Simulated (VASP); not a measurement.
Crystal: TePt2.

```
Te Pt
1.0
     4.00000    0.00000    0.00000
     0.00000    4.00000    0.00000
     0.00000    0.00000    7.95000
Te Pt
2 4
Cartesian
  1.0000 0.0000 5.2868
  3.0000 0.0000 2.6633
  3.0000 0.0000 6.9960
  1.0000 2.0000 6.9960
  1.0000 0.0000 0.9540
  3.0000 2.0000 0.9540
```

| Quantity | Value |
| --- | --- |
| Program | VASP 6.6.1 |
| Task | relaxation of cell and atoms |
| Functional | PBE |
| Potentials or basis | VASP PAW PBE potentials, release 64 (Te, Pt) |
| Cutoff | 600 eV |
| k mesh | 4 × 4 × 2 |
| Occupations | gaussian, width 0.2 eV |
| Spin | no spin polarisation |

At the start: pressure 9.2 GPa; volume 21.20 Å³/atom.

Question: Where does the relaxation end?

Answer: Over 22 steps the energy falls by 74.2 meV/atom and the volume is 23.92 Å³/atom (+12.8 %); space group Pmma (No. 51, to 0.1 Å) before and after.

Step by step:
```
step  energy change (eV)  largest force (eV/Å)  pressure (GPa)  volume (Å³)
   1              0.0000                1.3192            9.16       127.20
   2              0.3971                1.9675          -11.68       150.82
   3             -0.2609                0.7643           -1.14       135.51
   4             -0.2614                0.7322           -0.83       135.19
   5             -0.3400                0.2562            0.14       135.07
   6             -0.3506                0.2300            0.79       135.01
   7             -0.3708                0.2146           -0.79       137.05
   8             -0.3726                0.2842           -1.39       137.87
   9             -0.3845                0.2500           -1.10       137.86
  10             -0.4011                0.2401           -0.43       137.79
  11             -0.3993                0.3787            1.16       137.57
  12             -0.4064                0.2987            0.26       137.71
  13             -0.4112                0.2439            0.13       138.02
  14             -0.4200                0.2396           -0.21       138.94
  15             -0.4211                0.2838           -0.36       139.40
  16             -0.4255                0.1978            0.08       139.34
  17             -0.4281                0.0987            0.62       139.27
  18             -0.4284                0.0727            0.86       139.24
  19             -0.4325                0.0534            0.73       139.78
  20             -0.4412                0.0451            0.33       141.38
  21             -0.4439                0.1050           -0.29       144.62
  22             -0.4450                0.0713           -0.09       143.53
```

Final structure:
```
Te Pt
1.0
     3.99519    0.00000    0.00000
     0.00000    4.01217    0.00000
     0.00000    0.00000    8.95425
Te Pt
2 4
Direct
  0.25000 0.00000 0.68995
  0.75000 0.00000 0.31005
  0.75000 0.00000 0.88702
  0.25000 0.50000 0.87754
  0.25000 0.00000 0.11298
  0.75000 0.50000 0.12246
```

Caveat: the k points lie up to 0.39 Å⁻¹ apart in the final cell; this functional lacks dispersion, which binds the layers, so the pressure and a relaxed spacing across them are unreliable; the relaxation stopped at a loose force limit of 0.08 eV/Å, so its end isn't a converged minimum.
